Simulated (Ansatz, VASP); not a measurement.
## RbBr in VASP and in Ansatz

Contents of INCAR:

```
SYSTEM = RbBr
  ALGO = Normal
  EDIFF = 1E-6
  ENCUT = 520
  GGA = PE
  ISIF = 2
  ISMEAR = 0
  LASPH = .True.
  LCHARG = .False.
  LREAL = .False.
  LWAVE = .False.
  NBANDS = 15
  NELM = 80
  PREC = Accurate
  SIGMA = 0.05
```

Contents of KPOINTS:

```
k-points
0
Gamma
  6 6 6
  0 0 0
```

POSCAR

```
RbBr
1.0
    4.3048525893      0.0000000000      0.0000000000
    0.0000000000      4.3048525893      0.0000000000
    0.0000000000      0.0000000000      4.1929021031
Rb Br
1 1
Direct
   -0.0694336317      0.0000000000      0.0000000000
    0.5742683689      0.5000000000      0.5000000000
```

Input for Ansatz:

```yaml
crystal:
  lattice:
    - [4.3048525893, 0.0, 0.0]
    - [0.0, 4.3048525893, 0.0]
    - [0.0, 0.0, 4.1929021031]
  atoms:
    - { symbol: Rb, position: [-0.0694336317, 0.0, 0.0] }
    - { symbol: Br, position: [0.5742683689, 0.5, 0.5] }
basis:
  ecutwfc: 420
kpoints:
  mp_grid: { grid: [6, 6, 6] }
hamiltonian:
  xc: pbe
  pseudopotentials: { kind: paw }
scf:
  occupations: { method: gaussian, width: 0.05 }
output:
  forces: true
  stress: true
  eigenvalues: true
  write_density: true
  write_potential: true
  elf: true
  volumetric_format: npy
```

Change from the starting cell: mode 4 frozen in at -0.311 Å, equal normal strain along x and y +0.0267.

Alike in both runs: task single point; functional PBE; k mesh 6 × 6 × 6; occupations gaussian, width 0.05 eV; no spin polarisation.

```csv
,VASP,Ansatz
version,VASP 6.6.1,Ansatz 0.2.0
potentials or method,"VASP PAW PBE potentials, release 64 (Rb_sv, Br), cutoff 520 eV","scalar-relativistic, plane waves, PAW"
valence electrons in the cell,16,16
```

VASP gave:

```
gap on the k mesh at the Fermi level (eV)                     : 3.88
least direct gap on the mesh (eV)                             : 3.93
pressure (GPa)                                                : 0.7
traceless stress, the component that is largest in VASP (GPa) : 0.54
rms of the force components (eV/Å)                            : 0.170
```

Q: Which values does Ansatz return?

A: gap on the k mesh at the Fermi level (eV): 3.88; least direct gap on the mesh (eV): 3.93; pressure (GPa): 0.6; traceless stress, the component that is largest in VASP (GPa): 0.53; rms of the force components (eV/Å): 0.167.

Atom by atom the forces differ by 0.003 eV/Å (rms over components). The functional is the same, so the differences come from potentials, cutoffs and numerics.
